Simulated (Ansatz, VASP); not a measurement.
**Al: VASP beside Ansatz**

Contents of INCAR:

```
PREC = Accurate
ENCUT = 520
EDIFF = 1E-6
ISMEAR = 0
SIGMA = 0.15
LREAL = F
LASPH = T
NELM = 80
ALGO = Fast
ISIF = 2
LWAVE = F
LCHARG = F
GGA = PE
NBANDS = 8
```

KPOINTS

```
regular mesh
0
Gamma
  22 22 22
```

File POSCAR:

```
Al
1.0
    0.0000000000      1.9606887411      2.1567576152
    1.9606887411      0.0000000000      2.1567576152
    1.9606887411      1.9606887411      0.0000000000
Al
1
Direct
    0.0000000000      0.0000000000      0.0000000000
```

Input for Ansatz:

```yaml
crystal:
  lattice:
    - [0.0, 1.9606887411, 2.1567576152]
    - [1.9606887411, 0.0, 2.1567576152]
    - [1.9606887411, 1.9606887411, 0.0]
  atoms:
    - { symbol: Al, position: [0.0, 0.0, 0.0] }
basis:
  ecutwfc: 420
kpoints:
  mp_grid: { grid: [22, 22, 22] }
hamiltonian:
  xc: pbe
scf:
  occupations: { method: gaussian, width: 0.15 }
output:
  forces: true
  stress: true
  eigenvalues: true
```

Alike in both runs: task single point; functional PBE; k mesh 22 × 22 × 22; occupations gaussian, width 0.15 eV; no spin polarisation.

|  | VASP | Ansatz |
| --- | --- | --- |
| version | VASP 6.6.1 | Ansatz 0.2.0 |
| potentials or method | VASP PAW PBE potentials, release 64 (Al), cutoff 520 eV | scalar-relativistic, plane waves, PAW |
| valence electrons in the cell | 3 | 3 |

```csv
,VASP,Ansatz,Ansatz less VASP
gap on the k mesh at the Fermi level (eV),none,none,-
pressure (GPa),0.2,0.2,+0.04
"traceless stress, the component that is largest in VASP (GPa)",-3.49,-3.50,-0.010
```

A gap of «none» marks a metal or a gap that the smearing closes.
